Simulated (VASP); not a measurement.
# Mo (Im-3m) in VASP: a series of runs

Mo is run at these levels: LDA; tasks: single point, relaxation of cell and atoms.

Everything below comes from runs of VASP 6.6.1. Logs are shortened: lines on timing, memory, paths and dates and some standing lists are left out, and cuts for length are marked.

## (1) The cell of the first run

Symmetry: Im-3m, No. 229, cubic system. The conventional cell has a = 3.112 Å, b = 3.112 Å, c = 3.112 Å, α = 90.00°, β = 90.00°, γ = 90.00°. Within 3.6 Å of Mo (site symmetry m-3m) lie 14 Mo at 2.70 to 3.11 Å.

## (2) Single point, LDA

INCAR

```
SYSTEM = Mo
PREC = Accurate
ENCUT = 520
EDIFF = 1E-6
ISMEAR = 0
SIGMA = 0.1
LREAL = .FALSE.
LASPH = .TRUE.
NELM = 80
ALGO = Normal
ISIF = 2
LWAVE = .FALSE.
LCHARG = .TRUE.
LELF = .TRUE.
LVHAR = .TRUE.
NBANDS = 13
```

KPOINTS

```
regular mesh
0
G
  8 8 8
  0 0 0
```

POSCAR

```
Mo
1.0
   -1.5561832943      1.5561832943      1.5561832943
    1.5561832943     -1.5561832943      1.5561832943
    1.5561832943      1.5561832943     -1.5561832943
Mo
1
Direct
    0.0000000000      0.0000000000      0.0000000000
```

Potentials or basis: VASP PAW LDA potentials, release 64 (Mo_sv).

Started as:

```
> cat potpaw_LDA.64/Mo_sv/POTCAR > POTCAR
> mpirun -np 1 vasp_std > vasp.out
```

OUTCAR:

```text
SYSTEM = Mo
   PREC = Accurate
   ENCUT = 520
   EDIFF = 1E-6
   ISMEAR = 0
   LREAL = .FALSE.
   LASPH = .TRUE.
   NELM = 80
   ISIF = 2

 ion  position               nearest neighbor table
   1  0.000  0.000  0.000-

  LATTYP: Found a body centered cubic cell.
 ALAT       =     3.1123665886

  Lattice vectors:

 A1 = (  -1.5561832943,   1.5561832943,   1.5561832943)
 A2 = (   1.5561832943,  -1.5561832943,   1.5561832943)
 A3 = (   1.5561832943,   1.5561832943,  -1.5561832943)

Analysis of symmetry for initial positions (statically):
=====================================================================
 Subroutine PRICEL returns:
 Original cell was already a primitive cell.

 Routine SETGRP: Setting up the symmetry group for a
 body centered cubic supercell.

 Subroutine GETGRP returns: Found 48 space group operations
 (whereof 48 operations were pure point group operations)
 out of a pool of 48 trial point group operations.

The static configuration has the point symmetry O_h .

Analysis of symmetry for dynamics (positions and initial velocities):
=====================================================================
 Subroutine PRICEL returns:
 Original cell was already a primitive cell.

 Routine SETGRP: Setting up the symmetry group for a
 body centered cubic supercell.

 Subroutine GETGRP returns: Found 48 space group operations
 (whereof 48 operations were pure point group operations)
 out of a pool of 48 trial point group operations.

The dynamic configuration has the point symmetry O_h .

 Subroutine INISYM returns: Found 48 space group operations
 (whereof 48 operations are pure point group operations),
 and found     1 'primitive' translations

----------------------------------------------------------------------------------------

                                     Primitive cell

  volume of cell :      15.0745

  direct lattice vectors                    reciprocal lattice vectors
    -1.556183294  1.556183294  1.556183294     0.000000000  0.321298912  0.321298912
     1.556183294 -1.556183294  1.556183294     0.321298912  0.000000000  0.321298912
     1.556183294  1.556183294 -1.556183294     0.321298912  0.321298912  0.000000000

  length of vectors
     2.695388532  2.695388532  2.695388532     0.454385280  0.454385280  0.454385280

  position of ions in fractional coordinates (direct lattice)
     0.000000000  0.000000000  0.000000000

  ion indices of the primitive-cell ions
   primitive index   ion index
                 1           1

----------------------------------------------------------------------------------------

 KPOINTS: regular mesh

Automatic generation of k-mesh.
 Grid dimensions read from file:
 generate k-points for:    8    8    8

 Generating k-lattice:

  Cartesian coordinates                     Fractional coordinates (reciprocal lattice)
     0.000000000  0.040162364  0.040162364     0.125000000  0.000000000  0.000000000
     0.040162364  0.000000000  0.040162364     0.000000000  0.125000000  0.000000000
     0.040162364  0.040162364  0.000000000     0.000000000  0.000000000  0.125000000

  Length of vectors
     0.056798160  0.056798160  0.056798160

  Shift w.r.t. Gamma in fractional coordinates (k-lattice)
     0.000000000  0.000000000  0.000000000

 Subroutine IBZKPT returns following result:
 ===========================================

 Found     29 irreducible k-points:

 Following reciprocal coordinates:
            Coordinates               Weight
  0.000000  0.000000  0.000000      1.000000
  0.125000  0.000000  0.000000     12.000000
  0.250000  0.000000  0.000000     12.000000
  0.375000  0.000000  0.000000     12.000000
  0.500000  0.000000  0.000000      6.000000
  0.125000  0.125000  0.000000     24.000000
[... 16 lines left out ...]
 -0.250000  0.250000  0.250000      6.000000
 -0.375000  0.375000  0.250000     24.000000
 [... further k-points ...]
   k-points           NKPTS =     29   k-points in BZ     NKDIM =     29   number of bands    NBANDS=     13
   number of dos      NEDOS =    301   number of ions     NIONS =      1
   total plane-waves  NPLWV =   8000
   dimension x,y,z NGX =    20 NGY =   20 NGZ =   20
   dimension x,y,z NGXF=    40 NGYF=   40 NGZF=   40
   ions per type =               1
   NGX,Y,Z   is equivalent  to a cutoff of  12.34, 12.34, 12.34 a.u.
   NGXF,Y,Z  is equivalent  to a cutoff of  24.67, 24.67, 24.67 a.u.
 SYSTEM =  Mo
   PREC   = accura    normal or accurate (medium, high low for compatibility)
   ISTART =      0    job   : 0-new  1-cont  2-samecut
   ICHARG =      2    charge: 1-file 2-atom 10-const
   ISPIN  =      1    spin polarized calculation?
   LNONCOLLINEAR =      F non collinear calculations
   LSORBIT =      F    spin-orbit coupling
   LASPH  =      T    aspherical Exc in radial PAW
   ENCUT  =  520.0 eV  38.22 Ry    6.18 a.u.   5.01  5.01  5.01*2*pi/ulx,y,z
   NELM   =     80;   NELMIN=  2; NELMDL= -5     # of ELM steps
   EDIFF  = 0.1E-05   stopping-criterion for ELM
   LREAL  =      F    real-space projection
   EDIFFG = 0.1E-04   stopping-criterion for IOM
   NSW    =      0    number of steps for IOM
   IBRION =     -1    ionic relax: 0-MD 1-quasi-New 2-CG
   NFREE  =      0    steps in history (QN), initial steepest desc. (CG)
   ISIF   =      2    stress and relaxation
   ISYM   =      2    0-nonsym 1-usesym 2-fastsym
   POTIM  = 0.5000    time-step for ionic-motion
   TEBEG  =    0.0;   TEEND  =   0.0 temperature during run
   PSTRESS=    0.0 pullay stress
   NELECT =      14.0000    total number of electrons
   NUPDOWN=      -1.0000    fix difference up-down
   EMIN   =  10.00;   EMAX   =-10.00  energy-range for DOS
   EFERMI =   0.00;   METHOD = LEGACY
   ISMEAR =     0;   SIGMA  =   0.10  broadening in eV -4-tet -1-fermi 0-gaus
   EFERMI_NEDOS =   21; number of points for ismear=-14 and -15
   IALGO  =     38    algorithm
   IMIX   =      4    mixing-type and parameters
     AMIX     =   0.40;   BMIX     =  1.00
     AMIX_MAG =   1.60;   BMIX_MAG =  1.00
  volume/ion in A,a.u.               =      15.07       101.73
  Fermi-wavevector in a.u.,A,eV,Ry     =   1.597240  3.018345 34.710839  2.551175
  Thomas-Fermi vector in A             =   2.694877
   LORBIT       =      0    0 simple, 1 ext, 2 COOP (PROOUT), +10 PAW based schemes
   GGA     = CA    functional components
   LHFCALC =     F    Hartree Fock is set to
   AEXX    =    0.0000 exact exchange contribution
   IVDW    =     0    specifies the selected vdW correction
   LEPSILON=     F    determine dielectric tensor
   LRPA    =     F    only Hartree local field effects (RPA)
 non-spin polarized calculation
 Gauss-broadening in eV      SIGMA  =   0.10
  energy-cutoff  :      520.00
  volume of cell :       15.07
 maximum number of plane-waves:       420
   NGX =  9   NGY =  9   NGZ =  9

 number of electron      13.9999996 magnetization

 Free energy of the ion-electron system (eV)
  ---------------------------------------------------
  ext. energy  EPLUGINS =         0.00000000
  ---------------------------------------------------
  free energy    TOTEN  =       -12.10706128 eV

  energy without entropy =      -12.10148958  energy(sigma->0) =      -12.10427543

 E-fermi :  12.9570     XC(G=0): -13.8071

 val. band max:       12.8915982907   @ k =   0.3750   0.1250   0.0000
 cond. band min:      13.0734885590   @ k =  -0.1250   0.1250   0.1250
 fundamental gap:      0.1818902683
 Fermi energy:        12.9570345882

 k-point     1 :       0.0000    0.0000    0.0000
  band No.  band energies     occupation
      1     -47.8797      2.00000
      2     -21.2303      2.00000
      3     -21.2303      2.00000
      4     -21.2303      2.00000
      5       5.7205      2.00000
      6      11.6170      2.00000
      7      11.6170      2.00000
      8      11.6170      2.00000
      9      14.7554      0.00000
     10      14.7554      0.00000
     11      27.9378      0.00000
     12      27.9378      0.00000
     13      27.9378      0.00000

 k-point     2 :       0.1250    0.0000    0.0000
  band No.  band energies     occupation
      1     -47.8348      2.00000
      2     -21.4795      2.00000
      3     -21.3068      2.00000
      4     -21.2324      2.00000
      5       6.4079      2.00000
      6      11.2314      2.00000
      7      11.5224      2.00000
      8      12.2931      2.00000
      9      14.2926      0.00000
     10      14.7733      0.00000
     11      28.3936      0.00000
     12      29.1269      0.00000
     13      29.2123      0.00000

 k-point     3 :       0.2500    0.0000    0.0000
  band No.  band energies     occupation
      1     -47.7248      2.00000
      2     -22.0567      2.00000
      3     -21.4877      2.00000
      4     -21.2378      2.00000
      5       7.7118      2.00000
      6      10.4211      2.00000
      7      11.4530      2.00000
      8      14.1710      0.00000
      9      14.2120      0.00000
     10      14.9247      0.00000
     11      28.0331      0.00000
     12      29.6843      0.00000
     13      32.2796      0.00000
[... 305 lines left out ...]
 k-point    23 :      -0.2500    0.2500    0.2500
  band No.  band energies     occupation
      1     -47.5925      2.00000
      2     -22.0884      2.00000
      3     -21.7680      2.00000
      4     -21.7680      2.00000
      5       9.2743      2.00000
      6      10.1828      2.00000
      7      12.4107      2.00000
      8      12.4107      2.00000
      9      13.9632      0.00000
     10      16.6664      0.00000
     11      28.5004      0.00000
     12      31.8902      0.00000
     13      32.2927      0.00000

 k-point    24 :      -0.3750    0.3750    0.2500
  band No.  band energies     occupation
      1     -47.4971      2.00000
      2     -22.4133      2.00000
      3     -21.9585      2.00000
      4     -21.8162      2.00000
      5       8.9131      2.00000
      6       9.5452      2.00000
      7      12.4001      2.00000
      8      13.2750      0.00001
      9      16.1089      0.00000
     10      18.3184      0.00000
     11      27.3430      0.00000
     12      29.4354      0.00000
     13      30.4059      0.00000

 [... further k-points ...]
[... 5 lines left out ...]
  --------------------------------------------------------------------------------------
  -------------------------------------------------------------------------------------
  Total        0.1193968      0.1193968      0.1193968      0.0000000      0.0000000      0.0000000
  in kB       12.6899842     12.6899842     12.6899842      0.0000000      0.0000000      0.0000000
  external PRESSURE =      12.6899842 kB  Pullay stress =       0.0000000 kB

 VOLUME and BASIS-vectors are now :
 -----------------------------------------------------------------------------
  energy-cutoff  :      520.00
  volume of cell :       15.07
      direct lattice vectors                 reciprocal lattice vectors
    -1.556183294  1.556183294  1.556183294     0.000000000  0.321298912  0.321298912
     1.556183294 -1.556183294  1.556183294     0.321298912  0.000000000  0.321298912
     1.556183294  1.556183294 -1.556183294     0.321298912  0.321298912  0.000000000

 POSITION                                       TOTAL-FORCE (eV/Angst)
 -----------------------------------------------------------------------------------
      0.00000      0.00000      0.00000        -0.000000     -0.000000     -0.000000
 -----------------------------------------------------------------------------------
    total drift:                                0.000000     -0.000000      0.000000

  FREE ENERGIE OF THE ION-ELECTRON SYSTEM (eV)
  ---------------------------------------------------
  free  energy   TOTEN  =       -12.1070612830 eV

  energy  without entropy=      -12.1014895802  energy(sigma->0) =      -12.10427543
```

It took 3.4 s on 1 thread of Intel Xeon 6975P-C, shared host; peak memory 0.12 GiB.

Results:

| Item | Value |
| --- | --- |
| Free energy | -12.1071 eV |
| Pressure | 1.3 GPa |
| Band gap on the k mesh | zero (band 7 reaches 17.29 eV, above the bottom of band 8 at 11.62 eV) |

## (3) Single point, LDA

INCAR

```
SYSTEM = Mo
PREC     = Accurate       ! precision mode
ENCUT    = 520            ! plane-wave cutoff, eV
EDIFF    = 1E-7           ! SCF threshold, eV
ISMEAR   = 0              ! smearing method
SIGMA    = 0.1            ! smearing width, eV
LREAL    = .False.        ! projectors in reciprocal space
LASPH    = .True.         ! aspherical terms in the spheres
NELM     = 60             ! most SCF steps
ALGO     = Fast           ! electronic algorithm
ISIF     = 2              ! what is computed and relaxed
LWAVE    = .False.        ! write WAVECAR
LCHARG   = .True.         ! write CHGCAR
LELF     = .True.         ! ELF
LVHAR    = .True.       
NBANDS   = 13             ! bands
```

KPOINTS

```
regular mesh
0
Gamma
  18 18 18
  0 0 0
```

POSCAR

```
Mo
1.0
   -1.5557573966      1.5557573966      1.5557573966
    1.5557573966     -1.5557573966      1.5557573966
    1.5557573966      1.5557573966     -1.5557573966
Mo
1
Direct
    0.0000000000      0.0000000000      0.0000000000
```

Potentials or basis: VASP PAW LDA potentials, release 64 (Mo_sv).

Started as:

```
> cat potpaw_LDA.64/Mo_sv/POTCAR > POTCAR
> mpirun -np 1 vasp_std > vasp.out
```

OUTCAR:

```text
SYSTEM = Mo
   PREC = Accurate
   ENCUT = 520
   EDIFF = 1E-7
   ISMEAR = 0
   LREAL = .False.
   LASPH = .True.
   NELM = 60
   ISIF = 2

 ion  position               nearest neighbor table
   1  0.000  0.000  0.000-

  LATTYP: Found a body centered cubic cell.
 ALAT       =     3.1115147932

  Lattice vectors:

 A1 = (  -1.5557573966,   1.5557573966,   1.5557573966)
 A2 = (   1.5557573966,  -1.5557573966,   1.5557573966)
 A3 = (   1.5557573966,   1.5557573966,  -1.5557573966)

Analysis of symmetry for initial positions (statically):
=====================================================================
 Subroutine PRICEL returns:
 Original cell was already a primitive cell.

 Routine SETGRP: Setting up the symmetry group for a
 body centered cubic supercell.

 Subroutine GETGRP returns: Found 48 space group operations
 (whereof 48 operations were pure point group operations)
 out of a pool of 48 trial point group operations.

The static configuration has the point symmetry O_h .

Analysis of symmetry for dynamics (positions and initial velocities):
=====================================================================
 Subroutine PRICEL returns:
 Original cell was already a primitive cell.

 Routine SETGRP: Setting up the symmetry group for a
 body centered cubic supercell.

 Subroutine GETGRP returns: Found 48 space group operations
 (whereof 48 operations were pure point group operations)
 out of a pool of 48 trial point group operations.

The dynamic configuration has the point symmetry O_h .

 Subroutine INISYM returns: Found 48 space group operations
 (whereof 48 operations are pure point group operations),
 and found     1 'primitive' translations

----------------------------------------------------------------------------------------

                                     Primitive cell

  volume of cell :      15.0621

[... 107 lines left out ...]
  volume/ion in A,a.u.               =      15.06       101.64
  Fermi-wavevector in a.u.,A,eV,Ry     =   1.597677  3.019172 34.729846  2.552572
  Thomas-Fermi vector in A             =   2.695246
   LORBIT       =      0    0 simple, 1 ext, 2 COOP (PROOUT), +10 PAW based schemes
   GGA     = CA    functional components
   LHFCALC =     F    Hartree Fock is set to
   AEXX    =    0.0000 exact exchange contribution
   IVDW    =     0    specifies the selected vdW correction
   LEPSILON=     F    determine dielectric tensor
   LRPA    =     F    only Hartree local field effects (RPA)
 non-spin polarized calculation
 RMM-DIIS sequential band-by-band and
 Gauss-broadening in eV      SIGMA  =   0.10
  energy-cutoff  :      520.00
  volume of cell :       15.06
 maximum number of plane-waves:       420
   NGX =  9   NGY =  9   NGZ =  9

 number of electron      13.9999996 magnetization

 Free energy of the ion-electron system (eV)
  ---------------------------------------------------
  ext. energy  EPLUGINS =         0.00000000
  ---------------------------------------------------
  free energy    TOTEN  =       -12.13024885 eV

  energy without entropy =      -12.12813189  energy(sigma->0) =      -12.12919037

 E-fermi :  13.1087     XC(G=0): -13.8122

 val. band max:       13.0951424697   @ k =  -0.3889   0.4444   0.2778
 cond. band min:      13.1549713814   @ k =  -0.3333   0.3889   0.2778
 fundamental gap:      0.0598289117
 Fermi energy:        13.1087313746

 k-point     1 :       0.0000    0.0000    0.0000
  band No.  band energies     occupation
      1     -47.8713      2.00000
      2     -21.2193      2.00000
      3     -21.2193      2.00000
      4     -21.2193      2.00000
      5       5.7322      2.00000
      6      11.6265      2.00000
      7      11.6265      2.00000
      8      11.6265      2.00000
      9      14.7686      0.00000
     10      14.7686      0.00000
     11      27.9534      0.00000
     12      27.9534      0.00000
     13      27.9534      0.00000
[... 354 lines left out ...]
  band No.  band energies     occupation
      1     -47.5563      2.00000
      2     -22.7175      2.00000
      3     -21.7708      2.00000
      4     -21.3038      2.00000
      5       7.9505      2.00000
      6       9.6534      2.00000
      7      13.1638      0.43600
      8      14.6963      0.00000
      9      15.9134      0.00000
     10      18.7883      0.00000
     11      25.2680      0.00000
     12      26.0621      0.00000
     13      30.5173      0.00000

 [... further k-points ...]
[... 5 lines left out ...]
  --------------------------------------------------------------------------------------
  -------------------------------------------------------------------------------------
  Total        0.1115996      0.1115996      0.1115996      0.0000000      0.0000000     -0.0000000
  in kB       11.8710042     11.8710042     11.8710042      0.0000000      0.0000000     -0.0000000
  external PRESSURE =      11.8710042 kB  Pullay stress =       0.0000000 kB

 VOLUME and BASIS-vectors are now :
 -----------------------------------------------------------------------------
  energy-cutoff  :      520.00
  volume of cell :       15.06
      direct lattice vectors                 reciprocal lattice vectors
    -1.555757397  1.555757397  1.555757397     0.000000000  0.321386870  0.321386870
     1.555757397 -1.555757397  1.555757397     0.321386870  0.000000000  0.321386870
     1.555757397  1.555757397 -1.555757397     0.321386870  0.321386870  0.000000000

 POSITION                                       TOTAL-FORCE (eV/Angst)
 -----------------------------------------------------------------------------------
      0.00000      0.00000      0.00000        -0.000000      0.000000      0.000000
 -----------------------------------------------------------------------------------
    total drift:                                0.000000     -0.000000      0.000000

  FREE ENERGIE OF THE ION-ELECTRON SYSTEM (eV)
  ---------------------------------------------------
  free  energy   TOTEN  =       -12.1302488510 eV

  energy  without entropy=      -12.1281318913  energy(sigma->0) =      -12.12919037
```

Run time: 17 s. Hardware: 1 thread of Intel Xeon 6975P-C, shared host; peak memory 0.14 GiB.

What came out:

| Item | Value |
| --- | --- |
| Free energy | -12.1302 eV |
| Pressure | 1.2 GPa |
| Band gap on the k mesh | zero (band 7 reaches 17.30 eV, above the bottom of band 8 at 11.63 eV) |

(Continued in part 2 of 2.)
